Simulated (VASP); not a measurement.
As:

```
As
1.0
     2.70368    0.00000    0.00000
     0.00000    2.70368    0.00000
     0.00000    0.00000    2.70368
As
1
Cartesian
  1.3518 1.3518 1.3518
```

- Program: VASP 6.6.1
- Task: relaxation of cell and atoms
- Functional: PBEsol
- Dispersion: D4
- Potentials or basis: VASP PAW PBE potentials, release 64 (As)
- Cutoff: 600 eV
- k mesh: 10 × 10 × 10
- Occupations: fermi-dirac, width 0.05 eV
- Spin: no spin polarisation

At the start: pressure -3.4 GPa; volume 19.76 Å³/atom.

Question: Where does the relaxation end?

Answer: Over 3 steps the energy falls by 8.1 meV/atom and the volume is 19.03 Å³/atom (-3.7 %); space group Pm-3m (No. 221, to 0.05 Å).

The path:
```csv
step,energy change (eV),largest force (eV/Å),pressure (GPa),volume (Å³)
1,0.0000,0.0000,-3.39,19.76
2,-0.0049,0.0000,2.39,18.59
3,-0.0081,0.0000,0.00,19.03
```

Final structure:
```
CELL_PARAMETERS angstrom
2.66975 0.00000 0.00000
0.00000 2.66975 0.00000
0.00000 0.00000 2.66975
ATOMIC_POSITIONS crystal
As 0.50000 0.50000 0.50000
```

Caveat: the PAW data sets were made with another functional, which shifts forces and pressure a little; pairwise dispersion overbinds metals, which lowers pressure and volume.
